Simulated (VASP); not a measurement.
# BN (F-43m) in VASP: further runs, part 2 of 2

VASP 6.6.1. Earlier steps stand in the parts before.

### Step 4. Single point, PBE

Input file INCAR:

```
  PREC = Accurate
  ENCUT = 600
  EDIFF = 1E-6
  ISMEAR = 0
  SIGMA = 0.1
  LREAL = F
  LASPH = T
  NELM = 120
  ALGO = Normal
  ISIF = 2
  LWAVE = F
  LCHARG = F
  GGA = PE
  NBANDS = 11
  GGA_COMPAT = F
```

Input file KPOINTS:

```
regular mesh
0
Gamma
  8 8 8
```

Input file POSCAR:

```
BN
1.0
    0.0000000000      1.8130010000      1.8130010000
    1.8130010000      0.0000000000      1.8130010000
    1.8130010000      1.8130010000      0.0000000000
B N
1 1
Direct
    0.0000000000      0.0000000000      0.0000000000
    0.7500000000      0.7500000000      0.7500000000
```

Potentials or basis: VASP PAW PBE potentials, release 64 (B, N).

Started as:

```sh
cat potpaw_PBE.64/B/POTCAR potpaw_PBE.64/N/POTCAR > POTCAR
mpirun -np 1 vasp_std > vasp.out
```

OUTCAR:

```text
PREC = Accurate
   ENCUT = 600
   EDIFF = 1E-6
   ISMEAR = 0
   LREAL = F
   LASPH = T
   NELM = 120
   ISIF = 2
   GGA = PE

 ion  position               nearest neighbor table
   1  0.000  0.000  0.000-   2 1.57   2 1.57   2 1.57   2 1.57
   2  0.750  0.750  0.750-   1 1.57   1 1.57   1 1.57   1 1.57

  LATTYP: Found a face centered cubic cell.
 ALAT       =     3.6260020000

  Lattice vectors:

 A1 = (   0.0000000000,   1.8130010000,   1.8130010000)
 A2 = (   1.8130010000,   0.0000000000,   1.8130010000)
 A3 = (   1.8130010000,   1.8130010000,   0.0000000000)

Analysis of symmetry for initial positions (statically):
=====================================================================
 Subroutine PRICEL returns:
 Original cell was already a primitive cell.

 Routine SETGRP: Setting up the symmetry group for a
 face centered cubic supercell.

 Subroutine GETGRP returns: Found 24 space group operations
 (whereof 24 operations were pure point group operations)
 out of a pool of 48 trial point group operations.

The static configuration has the point symmetry T_d .

Analysis of symmetry for dynamics (positions and initial velocities):
=====================================================================
 Subroutine PRICEL returns:
 Original cell was already a primitive cell.

 Routine SETGRP: Setting up the symmetry group for a
 face centered cubic supercell.

 Subroutine GETGRP returns: Found 24 space group operations
 (whereof 24 operations were pure point group operations)
 out of a pool of 48 trial point group operations.

The dynamic configuration has the point symmetry T_d .

 Subroutine INISYM returns: Found 24 space group operations
 (whereof 24 operations are pure point group operations),
 and found     1 'primitive' translations

----------------------------------------------------------------------------------------

                                     Primitive cell

  volume of cell :      11.9186

  direct lattice vectors                    reciprocal lattice vectors
     0.000000000  1.813001000  1.813001000    -0.275785838  0.275785838  0.275785838
[... 117 lines left out ...]
 non-spin polarized calculation
 Gauss-broadening in eV      SIGMA  =   0.10
  energy-cutoff  :      600.00
  volume of cell :       11.92
 maximum number of plane-waves:       415
   NGX = 11   NGY = 11   NGZ = 11

 number of electron       7.9999999 magnetization

 Free energy of the ion-electron system (eV)
  ---------------------------------------------------
  ext. energy  EPLUGINS =         0.00000000
  ---------------------------------------------------
  free energy    TOTEN  =       -17.45433445 eV

  energy without entropy =      -17.45433445  energy(sigma->0) =      -17.45433445

 E-fermi :   7.6966     XC(G=0): -12.7771

 val. band max:        7.2909235864   @ k =   0.0000   0.0000   0.0000
 cond. band min:      11.7405212336   @ k =   0.5000   0.5000   0.0000
 fundamental gap:      4.4495976472
 Fermi energy:         7.6965966255

 k-point     1 :       0.0000    0.0000    0.0000
  band No.  band energies     occupation
      1     -12.8367      2.00000
      2       7.2909      2.00000
      3       7.2909      2.00000
      4       7.2909      2.00000
      5      16.0671      0.00000
      6      16.0671      0.00000
      7      16.0671      0.00000
      8      17.4929      0.00000
      9      31.8722      0.00000
     10      34.9463      0.00000
     11      34.9463      0.00000
[... 309 lines left out ...]
 k-point    24 :      -0.3750    0.2500    0.1250
  band No.  band energies     occupation
      1      -7.9680      2.00000
      2      -2.3286      2.00000
      3       2.4995      2.00000
      4       3.8733      2.00000
      5      16.8439      0.00000
      6      18.3804      0.00000
      7      21.5426      0.00000
      8      22.9453      0.00000
      9      26.6579      0.00000
     10      32.9749      0.00000
     11      34.6237      0.00000

 [... further k-points ...]

------------------------ aborting loop because EDIFF is reached ----------------------------------------

  FORCE on cell =-STRESS in cart. coord.  units (eV):
  Direction    XX          YY          ZZ          XY          YZ          ZX
  --------------------------------------------------------------------------------------
  -------------------------------------------------------------------------------------
  Total       -0.0322579     -0.0322579     -0.0322579     -0.0000000     -0.0000000      0.0000000
  in kB       -4.3363377     -4.3363377     -4.3363377     -0.0000000     -0.0000000      0.0000000
  external PRESSURE =      -4.3363377 kB  Pullay stress =       0.0000000 kB

 VOLUME and BASIS-vectors are now :
 -----------------------------------------------------------------------------
  energy-cutoff  :      600.00
  volume of cell :       11.92
      direct lattice vectors                 reciprocal lattice vectors
     0.000000000  1.813001000  1.813001000    -0.275785838  0.275785838  0.275785838
     1.813001000  0.000000000  1.813001000     0.275785838 -0.275785838  0.275785838
     1.813001000  1.813001000  0.000000000     0.275785838  0.275785838 -0.275785838

 POSITION                                       TOTAL-FORCE (eV/Angst)
 -----------------------------------------------------------------------------------
      0.00000      0.00000      0.00000        -0.000000      0.000000     -0.000000
      2.71950      2.71950      2.71950         0.000000     -0.000000      0.000000
 -----------------------------------------------------------------------------------
    total drift:                               -0.000000     -0.000000     -0.000000

  FREE ENERGIE OF THE ION-ELECTRON SYSTEM (eV)
  ---------------------------------------------------
  free  energy   TOTEN  =       -17.4543344523 eV

  energy  without entropy=      -17.4543344522  energy(sigma->0) =      -17.45433445
```

OSZICAR:

```text
N       E                     dE             d eps       ncg     rms          rms(c)
DAV:   1     0.152648400837E+02    0.15265E+02   -0.54415E+03   646   0.809E+02
DAV:   2    -0.177763275787E+02   -0.33041E+02   -0.32359E+02   770   0.192E+02
DAV:   3    -0.184054058122E+02   -0.62908E+00   -0.62830E+00   764   0.222E+01
DAV:   4    -0.184061895384E+02   -0.78373E-03   -0.78371E-03   698   0.884E-01
DAV:   5    -0.184061903065E+02   -0.76809E-06   -0.76807E-06   749   0.270E-02    0.663E+00
DAV:   6    -0.175371413132E+02    0.86905E+00   -0.29600E+00   715   0.104E+01    0.321E+00
DAV:   7    -0.174680818829E+02    0.69059E-01   -0.97321E-02   713   0.262E+00    0.189E+00
DAV:   8    -0.174540580538E+02    0.14024E-01   -0.35509E-02   710   0.138E+00    0.188E-01
DAV:   9    -0.174542406989E+02   -0.18265E-03   -0.92613E-04   668   0.261E-01    0.822E-02
DAV:  10    -0.174543291725E+02   -0.88474E-04   -0.12346E-04   694   0.101E-01    0.153E-02
DAV:  11    -0.174543343765E+02   -0.52040E-05   -0.86954E-06   725   0.248E-02    0.102E-02
DAV:  12    -0.174543344523E+02   -0.75749E-07   -0.14507E-06   415   0.892E-03
   1 F= -.17454334E+02 E0= -.17454334E+02  d E =-.235531E-10
```

It took 7.1 s on 1 thread of Intel Xeon 8259CL, shared host; peak memory 0.12 GiB.

What came out:

```
Free energy            : -17.4543 eV
Pressure               : -0.4 GPa
Band gap on the k mesh : 4.45 eV, indirect (least direct gap 8.78 eV)
```

A k mesh can miss the band edges. PBE gaps usually lie below the measured ones, often by a third to a half.

### Step 5. Overview

```csv
task,cell,k mesh,cutoff (eV),smearing,gap on the mesh (eV),pressure (GPa)
single point,"a = 2.563 Å, angles 60.0°, 2 atoms",12 × 12 × 12,520,gaussian 0.02 eV,4.45,0.2
relaxation of cell and atoms,"relaxed from a = 2.564 Å, angles 60.0°, 2 atoms",12 × 12 × 12,600,gaussian 0.02 eV,4.45,0.0
single point,"a = 2.564 Å, angles 60.0°, 2 atoms",8 × 8 × 8,600,gaussian 0.1 eV,4.45,-0.4
```

Alike in all rows: level PBE; potentials or basis VASP PAW PBE potentials, release 64 (B, N); no spin polarisation.

Total energies depend on the potentials used, so only differences within one code and one set of settings carry meaning.
